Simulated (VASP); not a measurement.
Wanted: the native input for a VASP 6.6.1 run.

| Property | Result |
| --- | --- |
| Task | single point |
| Functional | LDA |
| Potentials or basis | VASP PAW LDA potentials, release 64 (Ba_sv, Ti_sv, O_h) |
| Cutoff | 1340 eV |
| k mesh | 8 × 8 × 8 |
| Occupations | gaussian, width 0.02 eV |
| Spin | no spin polarisation |
| Dipole correction | no |
| Further INCAR settings | ALGO = Normal; EDIFF = 1e-06; NBANDS = 28 |

The structure of BaTiO3 lies in POSCAR:

```
BaTiO3
1.0
    3.9734543893      0.0000000000      0.0000000000
    0.0000000000      3.9734543893      0.0000000000
    0.0000000000      0.0000000000      3.9734543893
Ba Ti O
1 1 3
Direct
    0.0000000000      0.0000000000      0.0000000000
    0.5000000000      0.5000000000      0.5000000000
    0.5000000000      0.5000000000      0.0000000000
    0.0000000000      0.5000000000      0.5000000000
    0.5000000000      0.0000000000      0.5000000000
```

These files were run (other wordings do the same):

INCAR

```
PREC = Accurate
ENCUT = 1340
EDIFF = 1E-6
ISMEAR = 0
SIGMA = 0.02
LREAL = False
LASPH = True
NELM = 120
ALGO = Normal
ISIF = 2
LWAVE = False
LCHARG = False
GGA = CA
NBANDS = 28
GGA_COMPAT = False
```

KPOINTS

```
regular mesh
0
Gamma
  8 8 8
```

Potentials or basis: VASP PAW LDA potentials, release 64 (Ba_sv, Ti_sv, O_h).

Command:

```sh
$ cat potpaw_LDA.64/Ba_sv/POTCAR potpaw_LDA.64/Ti_sv/POTCAR potpaw_LDA.64/O_h/POTCAR > POTCAR
$ mpirun -np 1 vasp_std > vasp.out
```

It gave:

* Pressure: -3.3 GPa
* Band gap on the k mesh: 1.70 eV (least direct gap 1.82 eV)

Caveat: the cell stands under tension; spin-orbit coupling is left out, which moves the levels of the heavy elements.

It took 4 min on 1 thread of AMD EPYC 7R13 Processor (Zen 3), on a shared host, peak memory 0.42 GiB.
